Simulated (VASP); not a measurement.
# Ti3As2 (P-3m1) in VASP: further runs

The runs below take Ti3As2 through single point, with PBE.

All numbers are computed with VASP 6.6.1; they aren't measurements. Logs are shortened: lines on timing, memory, paths and dates and some standing lists are left out, and cuts for length are marked.

## 1. The cell of the first run

The structure is trigonal, space group P-3m1 (No. 164). The conventional cell has a = 3.954 Å, b = 3.954 Å, c = 6.152 Å, α = 90.00°, β = 90.00°, γ = 120.00°. Ti (site symmetry -3m) has 6 As at 2.74 Å and 6 Ti at 3.16 Å within 3.6 Å. Ti (site symmetry 3m) has 4 As at 2.38 to 2.46 Å and 3 Ti at 2.90 Å within 3.1 Å. As (site symmetry 3m) has 7 Ti at 2.38 to 2.74 Å within 3.1 Å.

## 2. Single point, PBE

File INCAR:

```
PREC = Accurate
ENCUT = 520
EDIFF = 1E-6
ISMEAR = 0
SIGMA = 0.1
LREAL = F
LASPH = T
NELM = 100
ALGO = Normal
ISIF = 2
LWAVE = F
LCHARG = T
GGA = PE
LELF = T
LVHAR = T
NBANDS = 31
```

File KPOINTS:

```
regular mesh
0
Gamma
  6 6 4
```

File POSCAR:

```
Ti3As2
1.0
    3.9540967350      0.0000000000      0.0000000000
   -1.9770483675      3.4243482215      0.0000000000
    0.0000000000      0.0000000000      6.1519322299
Ti As
3 2
Direct
    0.0000000000      0.0000000000      0.0000000000
    0.3333333333      0.6666666667      0.6450000000
    0.6666666667      0.3333333333      0.3550000000
    0.3333333333      0.6666666667      0.2450000000
    0.6666666667      0.3333333333      0.7550000000
```

Potentials or basis: VASP PAW PBE potentials, release 64 (Ti_sv, As).

On the command line:

```console
$ cat potpaw_PBE.64/Ti_sv/POTCAR potpaw_PBE.64/As/POTCAR > POTCAR
$ mpirun -np 1 vasp_std > vasp.out
```

OUTCAR:

```text
PREC = Accurate
   ENCUT = 520
   EDIFF = 1E-6
   ISMEAR = 0
   LREAL = F
   LASPH = T
   NELM = 100
   ISIF = 2
   GGA = PE

 ion  position               nearest neighbor table
   1  0.000  0.000  0.000-   4 2.74   5 2.74   4 2.74   5 2.74   5 2.74   4 2.74
   2  0.333  0.667  0.645-   5 2.38   5 2.38   5 2.38   4 2.46   3 2.90   3 2.90   3 2.90
   3  0.667  0.333  0.355-   4 2.38   4 2.38   4 2.38   5 2.46   2 2.90   2 2.90   2 2.90
   4  0.333  0.667  0.245-   3 2.38   3 2.38   3 2.38   2 2.46   1 2.74   1 2.74   1 2.74
   5  0.667  0.333  0.755-   2 2.38   2 2.38   2 2.38   3 2.46   1 2.74   1 2.74   1 2.74

  LATTYP: Found a hexagonal cell.
 ALAT       =     3.9540967350
 C/A-ratio  =     1.5558375635

  Lattice vectors:

 A1 = (   3.9540967350,   0.0000000000,   0.0000000000)
 A2 = (  -1.9770483675,   3.4243482215,   0.0000000000)
 A3 = (   0.0000000000,   0.0000000000,   6.1519322299)

Analysis of symmetry for initial positions (statically):
=====================================================================
 Subroutine PRICEL returns:
 Original cell was already a primitive cell.

 Routine SETGRP: Setting up the symmetry group for a
 hexagonal supercell.

 Subroutine GETGRP returns: Found 12 space group operations
 (whereof 12 operations were pure point group operations)
 out of a pool of 24 trial point group operations.

The static configuration has the point symmetry D_3d.

Analysis of symmetry for dynamics (positions and initial velocities):
=====================================================================
 Subroutine PRICEL returns:
 Original cell was already a primitive cell.

 Routine SETGRP: Setting up the symmetry group for a
 hexagonal supercell.

 Subroutine GETGRP returns: Found 12 space group operations
 (whereof 12 operations were pure point group operations)
 out of a pool of 24 trial point group operations.

The dynamic configuration has the point symmetry D_3d.

 Subroutine INISYM returns: Found 12 space group operations
 (whereof 12 operations are pure point group operations),
 and found     1 'primitive' translations

----------------------------------------------------------------------------------------

                                     Primitive cell

  volume of cell :      83.2984

  direct lattice vectors                    reciprocal lattice vectors
     3.954096735  0.000000000  0.000000000     0.252902260  0.146013188  0.000000000
    -1.977048367  3.424348221  0.000000000     0.000000000  0.292026376  0.000000000
     0.000000000  0.000000000  6.151932230     0.000000000  0.000000000  0.162550555

  length of vectors
     3.954096735  3.954096735  6.151932230     0.292026376  0.292026376  0.162550555

  position of ions in fractional coordinates (direct lattice)
     0.000000000  0.000000000  0.000000000
     0.333333333  0.666666667  0.645000000
     0.666666667  0.333333333  0.355000000
     0.333333333  0.666666667  0.245000000
     0.666666667  0.333333333  0.755000000

  ion indices of the primitive-cell ions
   primitive index   ion index
                 1           1
                 2           2
                 3           3
                 4           4
                 5           5

----------------------------------------------------------------------------------------

 KPOINTS: regular mesh

Automatic generation of k-mesh.
 Grid dimensions read from file:
 generate k-points for:    6    6    4

 Generating k-lattice:

  Cartesian coordinates                     Fractional coordinates (reciprocal lattice)
     0.042150377  0.024335531  0.000000000     0.166666667  0.000000000  0.000000000
     0.000000000  0.048671063  0.000000000     0.000000000  0.166666667  0.000000000
     0.000000000  0.000000000  0.040637639     0.000000000  0.000000000  0.250000000

  Length of vectors
     0.048671063  0.048671063  0.040637639

  Shift w.r.t. Gamma in fractional coordinates (k-lattice)
     0.000000000  0.000000000  0.000000000

 Subroutine IBZKPT returns following result:
 ===========================================

 Found     24 irreducible k-points:

 Following reciprocal coordinates:
            Coordinates               Weight
  0.000000  0.000000  0.000000      1.000000
  0.166667  0.000000  0.000000      6.000000
  0.333333 -0.000000  0.000000      6.000000
  0.500000  0.000000  0.000000      3.000000
  0.166667  0.166667  0.000000      6.000000
  0.333333  0.166667  0.000000     12.000000
[... 16 lines left out ...]
  0.333333  0.166667  0.500000     12.000000
  0.333333  0.333333  0.500000      2.000000
   k-points           NKPTS =     24   k-points in BZ     NKDIM =     24   number of bands    NBANDS=     31
   number of dos      NEDOS =    301   number of ions     NIONS =      5
   total plane-waves  NPLWV =  43200
   dimension x,y,z NGX =    30 NGY =   30 NGZ =   48
   dimension x,y,z NGXF=    60 NGYF=   60 NGZF=   96
   ions per type =               3   2
   NGX,Y,Z   is equivalent  to a cutoff of  12.61, 12.61, 12.97 a.u.
   NGXF,Y,Z  is equivalent  to a cutoff of  25.23, 25.23, 25.94 a.u.
 SYSTEM =  unknown system
   PREC   = accura    normal or accurate (medium, high low for compatibility)
   ISTART =      0    job   : 0-new  1-cont  2-samecut
   ICHARG =      2    charge: 1-file 2-atom 10-const
   ISPIN  =      1    spin polarized calculation?
   LNONCOLLINEAR =      F non collinear calculations
   LSORBIT =      F    spin-orbit coupling
   LASPH  =      T    aspherical Exc in radial PAW
   ENCUT  =  520.0 eV  38.22 Ry    6.18 a.u.   7.35  7.35 11.44*2*pi/ulx,y,z
   NELM   =    100;   NELMIN=  2; NELMDL= -5     # of ELM steps
   EDIFF  = 0.1E-05   stopping-criterion for ELM
   LREAL  =      F    real-space projection
   EDIFFG = 0.1E-04   stopping-criterion for IOM
   NSW    =      0    number of steps for IOM
   IBRION =     -1    ionic relax: 0-MD 1-quasi-New 2-CG
   NFREE  =      0    steps in history (QN), initial steepest desc. (CG)
   ISIF   =      2    stress and relaxation
   ISYM   =      2    0-nonsym 1-usesym 2-fastsym
   POTIM  = 0.5000    time-step for ionic-motion
   TEBEG  =    0.0;   TEEND  =   0.0 temperature during run
   PSTRESS=    0.0 pullay stress
   NELECT =      46.0000    total number of electrons
   NUPDOWN=      -1.0000    fix difference up-down
   EMIN   =  10.00;   EMAX   =-10.00  energy-range for DOS
   EFERMI =   0.00;   METHOD = LEGACY
   ISMEAR =     0;   SIGMA  =   0.10  broadening in eV -4-tet -1-fermi 0-gaus
   EFERMI_NEDOS =   21; number of points for ismear=-14 and -15
   IALGO  =     38    algorithm
   IMIX   =      4    mixing-type and parameters
     AMIX     =   0.40;   BMIX     =  1.00
     AMIX_MAG =   1.60;   BMIX_MAG =  1.00
  volume/ion in A,a.u.               =      16.66       112.43
  Fermi-wavevector in a.u.,A,eV,Ry     =   1.343121  2.538131 24.544562  1.803974
  Thomas-Fermi vector in A             =   2.471220
   LORBIT       =      0    0 simple, 1 ext, 2 COOP (PROOUT), +10 PAW based schemes
   GGA     = PE    functional components
   LHFCALC =     F    Hartree Fock is set to
   AEXX    =    0.0000 exact exchange contribution
   IVDW    =     0    specifies the selected vdW correction
   LEPSILON=     F    determine dielectric tensor
   LRPA    =     F    only Hartree local field effects (RPA)
 non-spin polarized calculation
 Gauss-broadening in eV      SIGMA  =   0.10
  energy-cutoff  :      520.00
  volume of cell :       83.30
 maximum number of plane-waves:      2273
 NGX is ok and might be reduce to    30
   NGX = 15   NGY = 15   NGZ = 23

 number of electron      46.0000023 magnetization

 Free energy of the ion-electron system (eV)
  ---------------------------------------------------
  ext. energy  EPLUGINS =         0.00000000
  ---------------------------------------------------
  free energy    TOTEN  =       -35.53663229 eV

  energy without entropy =      -35.52790674  energy(sigma->0) =      -35.53226952

 E-fermi :   8.4510     XC(G=0): -11.3641

 val. band max:        8.3811183219   @ k =   0.1667   0.0000   0.0000
 cond. band min:       8.4763933446   @ k =   0.3333   0.3333   0.0000
 fundamental gap:      0.0952750227
 Fermi energy:         8.4509777355

 k-point     1 :       0.0000    0.0000    0.0000
  band No.  band energies     occupation
      1     -48.9400      2.00000
      2     -48.2079      2.00000
      3     -48.1377      2.00000
      4     -25.2181      2.00000
      5     -25.1993      2.00000
      6     -25.1993      2.00000
[... 23 lines left out ...]
     30      10.3924      0.00000
     31      11.2500      0.00000

 k-point     2 :       0.1667    0.0000    0.0000
  band No.  band energies     occupation
      1     -48.9396      2.00000
      2     -48.2032      2.00000
      3     -48.1412      2.00000
      4     -25.2178      2.00000
      5     -25.2076      2.00000
      6     -25.2017      2.00000
[... 23 lines left out ...]
     30      10.4459      0.00000
     31      11.7542      0.00000

 k-point     3 :       0.3333   -0.0000    0.0000
  band No.  band energies     occupation
      1     -48.9386      2.00000
      2     -48.1913      2.00000
      3     -48.1507      2.00000
      4     -25.2234      2.00000
      5     -25.2158      2.00000
      6     -25.2064      2.00000
[... 23 lines left out ...]
     30      10.3828      0.00000
     31      11.1798      0.00000

 k-point     4 :       0.5000    0.0000    0.0000
  band No.  band energies     occupation
      1     -48.9382      2.00000
      2     -48.1822      2.00000
      3     -48.1587      2.00000
      4     -25.2303      2.00000
      5     -25.2146      2.00000
      6     -25.2088      2.00000
[... 635 lines left out ...]
     30      10.6543      0.00000
     31      11.4194      0.00000

 k-point    23 :       0.3333    0.1667    0.5000
  band No.  band energies     occupation
      1     -48.9382      2.00000
      2     -48.1822      2.00000
      3     -48.1587      2.00000
      4     -25.2287      2.00000
      5     -25.2146      2.00000
      6     -25.2122      2.00000
[... 23 lines left out ...]
     30      10.5900      0.00000
     31      11.2793      0.00000

 k-point    24 :       0.3333    0.3333    0.5000
  band No.  band energies     occupation
      1     -48.9379      2.00000
      2     -48.1701      2.00000
      3     -48.1701      2.00000
      4     -25.2236      2.00000
      5     -25.2236      2.00000
      6     -25.2153      2.00000
[... 23 lines left out ...]
     30      10.2898      0.00000
     31      11.2028      0.00000

------------------------ aborting loop because EDIFF is reached ----------------------------------------

  FORCE on cell =-STRESS in cart. coord.  units (eV):
  Direction    XX          YY          ZZ          XY          YZ          ZX
  --------------------------------------------------------------------------------------
  -------------------------------------------------------------------------------------
  Total        6.8562377      6.8562377      7.9980899      0.0000000      0.0000000      0.0000000
  in kB      131.8741567    131.8741567    153.8367556      0.0000000      0.0000000      0.0000000
  external PRESSURE =     139.1950230 kB  Pullay stress =       0.0000000 kB

 VOLUME and BASIS-vectors are now :
 -----------------------------------------------------------------------------
  energy-cutoff  :      520.00
  volume of cell :       83.30
      direct lattice vectors                 reciprocal lattice vectors
     3.954096735  0.000000000  0.000000000     0.252902260  0.146013188  0.000000000
    -1.977048367  3.424348221  0.000000000     0.000000000  0.292026376  0.000000000
     0.000000000  0.000000000  6.151932230     0.000000000  0.000000000  0.162550555

 POSITION                                       TOTAL-FORCE (eV/Angst)
 -----------------------------------------------------------------------------------
      0.00000      0.00000      0.00000         0.000000      0.000000      0.000000
     -0.00000      2.28290      3.96800         0.000000     -0.000000      0.165809
      1.97705      1.14145      2.18394        -0.000000      0.000000     -0.165809
     -0.00000      2.28290      1.50722         0.000000     -0.000000     -2.465987
      1.97705      1.14145      4.64471         0.000000     -0.000000      2.465987
 -----------------------------------------------------------------------------------
    total drift:                                0.000000      0.000000     -0.000000

  FREE ENERGIE OF THE ION-ELECTRON SYSTEM (eV)
  ---------------------------------------------------
  free  energy   TOTEN  =       -35.5366322947 eV

  energy  without entropy=      -35.5279067403  energy(sigma->0) =      -35.53226952
```

It took 69 s on 1 thread of Intel Xeon Platinum 8488C (Sapphire Rapids), shared host; peak memory 0.21 GiB.

What came out:

* Free energy: -35.5366 eV
* Pressure: 13.9 GPa
* Largest force: 2.466 eV/Å
* Band gap on the k mesh: zero (band 23 reaches 8.67 eV, above the bottom of band 24 at 8.18 eV)

Forces on the atoms (eV/Å):
```
Ti   0.000  0.000  0.000
Ti   0.000  0.000  0.166
Ti   0.000  0.000 -0.166
As   0.000  0.000 -2.466
As   0.000  0.000  2.466
```

Caveat: forces of over 1 eV/Å act on the atoms, so gaps and moduli don't describe the material at rest.

## 3. Single point, PBE

This run uses another cell than the first one, of 17.82 Å³/atom, 1.070 times its volume.

File INCAR:

```
ALGO = Normal
EDIFF = 1E-6
ENCUT = 520
GGA = PE
ISIF = 2
ISMEAR = 0
LASPH = True
LCHARG = True
LELF = True
LREAL = False
LVHAR = True
LWAVE = False
NBANDS = 31
NELM = 100
PREC = Accurate
SIGMA = 0.1
```

File KPOINTS:

```
k-points
0
Gamma
  6 6 4
```

File POSCAR:

```
Ti3As2
1.0
    4.0036041476      0.0000000000      0.0000000000
   -2.0018020738      3.4672228985      0.0000000000
    0.0000000000      0.0000000000      6.4193273254
Ti As
3 2
Direct
    0.0000000000      0.0000000000      0.0000000000
    0.3333333333      0.6666666667      0.6374767660
    0.6666666667      0.3333333333      0.3625232340
    0.3333333333      0.6666666667      0.2162732809
    0.6666666667      0.3333333333      0.7837267191
```

Potentials or basis: VASP PAW PBE potentials, release 64 (Ti_sv, As).

On the command line:

```console
$ cat potpaw_PBE.64/Ti_sv/POTCAR potpaw_PBE.64/As/POTCAR > POTCAR
$ mpirun -np 1 vasp_std > vasp.out
```

OUTCAR:

```text
EDIFF = 1E-6
   ENCUT = 520
   GGA = PE
   ISIF = 2
   ISMEAR = 0
   LASPH = True
   LREAL = False
   NELM = 100
   PREC = Accurate

 ion  position               nearest neighbor table
   1  0.000  0.000  0.000-   4 2.70   5 2.70   4 2.70   5 2.70   5 2.70   4 2.70
   2  0.333  0.667  0.637-   5 2.49   5 2.49   5 2.49   4 2.70   3 2.91   3 2.91   3 2.91
   3  0.667  0.333  0.363-   4 2.49   4 2.49   4 2.49   5 2.70   2 2.91   2 2.91   2 2.91
   4  0.333  0.667  0.216-   3 2.49   3 2.49   3 2.49   1 2.70   1 2.70   1 2.70   2 2.70
   5  0.667  0.333  0.784-   2 2.49   2 2.49   2 2.49   1 2.70   1 2.70   1 2.70   3 2.70

  LATTYP: Found a hexagonal cell.
[... 1017 lines left out ...]
  -------------------------------------------------------------------------------------
  Total        0.1171964      0.1171964      0.1107113      0.0000000      0.0000000      0.0000000
  in kB        2.1071838      2.1071838      1.9905818      0.0000000      0.0000000      0.0000000
  external PRESSURE =       2.0683164 kB  Pullay stress =       0.0000000 kB

 VOLUME and BASIS-vectors are now :
 -----------------------------------------------------------------------------
  energy-cutoff  :      520.00
  volume of cell :       89.11
      direct lattice vectors                 reciprocal lattice vectors
     4.003604148  0.000000000  0.000000000     0.249774944  0.144207631  0.000000000
    -2.001802074  3.467222899  0.000000000     0.000000000  0.288415262  0.000000000
     0.000000000  0.000000000  6.419327325     0.000000000  0.000000000  0.155779562

 POSITION                                       TOTAL-FORCE (eV/Angst)
 -----------------------------------------------------------------------------------
      0.00000      0.00000      0.00000         0.000000      0.000000     -0.000000
     -0.00000      2.31148      4.09217        -0.000000      0.000000     -0.015869
      2.00180      1.15574      2.32716         0.000000     -0.000000      0.015869
     -0.00000      2.31148      1.38833         0.000000      0.000000     -0.029525
      2.00180      1.15574      5.03100         0.000000     -0.000000      0.029525
 -----------------------------------------------------------------------------------
    total drift:                               -0.000000      0.000000      0.000000

  FREE ENERGIE OF THE ION-ELECTRON SYSTEM (eV)
  ---------------------------------------------------
  free  energy   TOTEN  =       -36.1953074190 eV

  energy  without entropy=      -36.1796291990  energy(sigma->0) =      -36.18746831
```

OSZICAR:

```text
N       E                     dE             d eps       ncg     rms          rms(c)
DAV:   1     0.540737645956E+03    0.54074E+03   -0.22275E+04  1488   0.165E+03
DAV:   2     0.237834015273E+02   -0.51695E+03   -0.50277E+03  1495   0.499E+02
DAV:   3    -0.349574970326E+02   -0.58741E+02   -0.57097E+02  2290   0.150E+02
DAV:   4    -0.409131287382E+02   -0.59556E+01   -0.58936E+01  2416   0.405E+01
DAV:   5    -0.411684024346E+02   -0.25527E+00   -0.25508E+00  2063   0.747E+00    0.173E+01
DAV:   6    -0.374599661307E+02    0.37084E+01   -0.37640E+01  2276   0.412E+01    0.141E+01
DAV:   7    -0.386343671240E+02   -0.11744E+01   -0.39657E+01  2255   0.318E+01    0.106E+01
DAV:   8    -0.366727154411E+02    0.19617E+01   -0.65353E+00  2145   0.145E+01    0.597E+00
DAV:   9    -0.361911799728E+02    0.48154E+00   -0.27425E+00  2453   0.857E+00    0.163E+00
DAV:  10    -0.362155097464E+02   -0.24330E-01   -0.19690E-01  2184   0.251E+00    0.146E+00
DAV:  11    -0.361963978585E+02    0.19112E-01   -0.12324E-01  2129   0.190E+00    0.351E-01
DAV:  12    -0.361975006510E+02   -0.11028E-02   -0.26593E-02  2150   0.106E+00    0.396E-01
DAV:  13    -0.361952930803E+02    0.22076E-02   -0.70544E-03  2130   0.514E-01    0.328E-02
DAV:  14    -0.361953097652E+02   -0.16685E-04   -0.31620E-04  2194   0.111E-01    0.205E-02
DAV:  15    -0.361953079211E+02    0.18440E-05   -0.13118E-05  1991   0.243E-02    0.894E-03
DAV:  16    -0.361953074190E+02    0.50214E-06   -0.31923E-06  1786   0.121E-02
   1 F= -.36195307E+02 E0= -.36187468E+02  d E =-.156782E-01
```

stdout:

```text
POSCAR found type information on POSCAR TiAs
 POSCAR found :  2 types and       5 ions
 scaLAPACK will be used
 LDA part: xc-table for (Slater+PW92), standard interpolation
 POSCAR, INCAR and KPOINTS ok, starting setup
 FFT: planning ... GRIDC
 FFT: planning ... GRID_SOFT
 FFT: planning ... GRID
 WAVECAR not read
 entering main loop
```

It took 76 s on 1 thread of Intel Xeon Platinum 8488C (Sapphire Rapids), shared host; peak memory 0.22 GiB.

Results:

- Free energy: -36.1953 eV
- Pressure: 0.2 GPa
- Largest force: 0.030 eV/Å
- Band gap on the k mesh: zero (band 23 reaches 8.23 eV, above the bottom of band 24 at 7.74 eV)

Forces on the atoms (eV/Å):
```
Ti   0.000  0.000  0.000
Ti   0.000  0.000 -0.016
Ti   0.000  0.000  0.016
As   0.000  0.000 -0.030
As   0.000  0.000  0.030
```
